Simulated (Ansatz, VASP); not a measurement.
## SrTiO3 in VASP and in Ansatz

File INCAR:

```
SYSTEM = SrTiO3
PREC = Accurate ; ENCUT = 520
EDIFF = 1E-6 ; ISMEAR = 0
SIGMA = 0.05 ; LREAL = .FALSE.
LASPH = .TRUE. ; NELM = 100
ALGO = Normal ; ISIF = 2
LWAVE = .FALSE. ; LCHARG = .FALSE.
GGA = PE ; NBANDS = 28
```

File KPOINTS:

```
Automatic mesh
0
G
  8 8 8
  0 0 0
```

Contents of POSCAR:

```
SrTiO3
1.0
    3.8905502681      0.0000000000      0.0000000000
    0.0000000000      3.8905502681      0.0000000000
    0.0000000000      0.0000000000      4.0281277780
Sr Ti O
1 1 3
Direct
    0.0000000000      0.0000000000      0.0000000000
    0.5000000000      0.5000000000      0.5000000000
    0.0000000000      0.5000000000      0.5000000000
    0.5000000000      0.0000000000      0.5000000000
    0.5000000000      0.5000000000      0.0000000000
```

Input for Ansatz:

```yaml
crystal:
  lattice:
    - [3.8905502681, 0.0, 0.0]
    - [0.0, 3.8905502681, 0.0]
    - [0.0, 0.0, 4.028127778]
  atoms:
    - { symbol: Sr, position: [0.0, 0.0, 0.0] }
    - { symbol: Ti, position: [0.5, 0.5, 0.5] }
    - { symbol: O, position: [0.0, 0.5, 0.5] }
    - { symbol: O, position: [0.5, 0.0, 0.5] }
    - { symbol: O, position: [0.5, 0.5, 0.0] }
basis:
  ecutwfc: 520.0
kpoints:
  mp_grid: { grid: [8, 8, 8] }
hamiltonian:
  xc: pbe
  pseudopotentials: { kind: paw, azcp: { folder: soft_1 } }
scf:
  occupations: { method: gaussian, width: 0.05 }
output:
  forces: true
  stress: true
  eigenvalues: true
```

Change from the starting cell: mode 1 frozen in at +0.000 Å, strain +e along z and -e/2 along x and y +0.0233.

Alike in both runs: task single point; functional PBE; k mesh 8 × 8 × 8; occupations gaussian, width 0.05 eV; no spin polarisation.

|  | VASP | Ansatz |
| --- | --- | --- |
| version | VASP 6.6.1 | Ansatz 0.2.0 |
| potentials or method | VASP PAW PBE potentials, release 64 (Sr_sv, Ti_sv, O), cutoff 520 eV | scalar-relativistic, plane waves, PAW |
| valence electrons in the cell | 40 | 40 |

|  | VASP | Ansatz | Ansatz less VASP |
| --- | --- | --- | --- |
| gap on the k mesh at the Fermi level (eV) | 1.74 | 1.78 | +0.037 |
| least direct gap on the mesh (eV) | 2.15 | 2.17 | +0.021 |
| pressure (GPa) | 1.1 | 0.4 | -0.69 |
| traceless stress, the component that is largest in VASP (GPa) | -4.83 | -4.75 | +0.081 |
